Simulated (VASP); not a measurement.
Wanted: the native input for a VASP 6.6.1 run.

```yaml
Task: single point
Functional: PBEsol
Potentials_or_basis: VASP PAW PBE potentials, release 64 (Sn_d, O)
Cutoff: 520 eV
k_mesh: 10 × 10 × 10
Occupations: gaussian, width 0.05 eV
Spin: no spin polarisation
Dipole_correction: no
Further_INCAR_settings: ALGO = Normal; EDIFF = 1e-07; NBANDS = 35
```

The structure of SnO2 lies in POSCAR:

```
SnO2
1.0
   -2.0054999738      2.0054999738      5.1227446880
    2.0054999738     -2.0054999738      5.1227446880
    2.0054999738      2.0054999738     -5.1227446880
Sn O
2 4
Direct
    0.7500000000      0.2500000000      0.5000000000
    0.0000000000      0.0000000000      0.0000000000
    0.5801777032      0.7970812214     -0.2169035182
    0.9529187786      0.4529187786      0.5000000000
    0.2029187786      0.2029187786      0.0000000000
    0.5470812214      0.0470812214      0.5000000000
```

This cell differs from its parent crystal: atom 3 (O) moved by -0.870 Å along [0 1 0] and -0.000 Å along [0 0 1].

One way to write it, as run:

INCAR

```
  PREC = Accurate
  ENCUT = 520
  EDIFF = 1E-7
  ISMEAR = 0
  SIGMA = 0.05
  LREAL = False
  LASPH = True
  NELM = 60
  ALGO = Normal
  ISIF = 2
  LWAVE = False
  LCHARG = False
  GGA = PS
  NBANDS = 35
  LUSENCCL = False
```

KPOINTS

```
regular mesh
0
Gamma
  10 10 10
```

Potentials or basis: VASP PAW PBE potentials, release 64 (Sn_d, O).

Launch:

```bash
$ cat potpaw_PBE.64/Sn_d/POTCAR potpaw_PBE.64/O/POTCAR > POTCAR
$ mpirun -np 1 vasp_std > vasp.out
```

Results of the run:

| Item | Value |
| --- | --- |
| Pressure | -2.2 GPa |
| Largest force | 3.679 eV/Å |
| Band gap on the k mesh | 0.82 eV (least direct gap 1.08 eV) |

Caveat: the cell differs from its parent crystal (atom 3 (O) moved by -0.870 Å along [0 1 0] and -0.000 Å along [0 0 1]); the PAW data sets were made with another functional, which shifts forces and pressure a little; spin-orbit coupling is left out, which moves the levels of the heavy elements.

Run time: 18 min on 1 × NVIDIA H100 80GB with 1 thread of AMD EPYC 7R13 Processor (Zen 3), with other jobs on the host, peak memory 1.8 GiB.
